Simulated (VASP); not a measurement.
Wanted: the native input for a VASP 6.6.1 run.

```yaml
Task: relaxation of cell and atoms
Functional: PBE
Potentials_or_basis: VASP PAW PBE potentials, release 64 (Ba_sv, Au, S)
Cutoff: 500 eV
k_mesh: 4 × 4 × 3
Occupations: fermi-dirac, width 0.1 eV
Spin: no spin polarisation
Dipole_correction: no
Further_INCAR_settings: ALGO = Normal; EDIFF = 1e-07; IBRION = 2; EDIFFG = -0.01; NSW = 60; ISIF = 3
```

The structure of BaAuS lies in POSCAR:

```
BaAuS
1.0
    3.1420030000      3.9125520000      0.0000000000
    3.1420030000     -3.9125520000      0.0000000000
    0.0000000000      0.0000000000     -6.4993220000
Ba Au S
2 2 2
Direct
    0.3730000000      0.6270000000      0.7500000000
    0.6270000000      0.3730000000      0.2500000000
    0.0000000000      0.0000000000      0.0000000000
    0.0000000000      0.0000000000      0.5000000000
    0.7920000000      0.2080000000      0.7500000000
    0.2080000000      0.7920000000      0.2500000000
```

The input as run:

INCAR

```
PREC     = Accurate       # precision mode
ENCUT    = 500            # plane-wave cutoff, eV
EDIFF    = 1E-7           # SCF threshold, eV
ISMEAR   = -1             # smearing method
SIGMA    = 0.1            # smearing width, eV
LREAL    = F              # projectors in reciprocal space
LASPH    = T              # aspherical terms in the spheres
NELM     = 120            # most SCF steps
ALGO     = Normal         # electronic algorithm
ISIF     = 3              # what is computed and relaxed
LWAVE    = F              # write WAVECAR
LCHARG   = F              # write CHGCAR
GGA      = PE             # functional
IBRION   = 2              # ionic algorithm
NSW      = 60             # ionic steps
EDIFFG   = -0.01          # ionic threshold
GGA_COMPAT= F            
NELMIN   = 4
```

KPOINTS

```
Automatic mesh
0
Gamma
  4 4 3
```

Potentials or basis: VASP PAW PBE potentials, release 64 (Ba_sv, Au, S).

Launch:

```console
$ cat potpaw_PBE.64/Ba_sv/POTCAR potpaw_PBE.64/Au/POTCAR potpaw_PBE.64/S/POTCAR > POTCAR
$ mpirun -np 1 vasp_std > vasp.out
```

It gave:

```
Relaxed volume                        : 27.98 Å³/atom
Relaxed cell                          : a = 5.565 Å, b = 5.565 Å, c = 5.923 Å, α = 90.00°, β = 90.00°, γ = 113.78°
Space group after relaxing (to 0.1 Å) : Cmcm (No. 63)
Energy gained by relaxing             : 116.9 meV/atom
Ionic steps                           : 40
Pressure after relaxing               : 0.0 GPa
Band gap on the k mesh                : zero (bands 27 and 28 overlap by 1.13 eV)
```

Caveat: spin-orbit coupling is left out, which moves the levels of the heavy elements.

Run time: 51 min on 1 thread of Intel Xeon 8259CL, with other jobs on the host, peak memory 0.33 GiB.
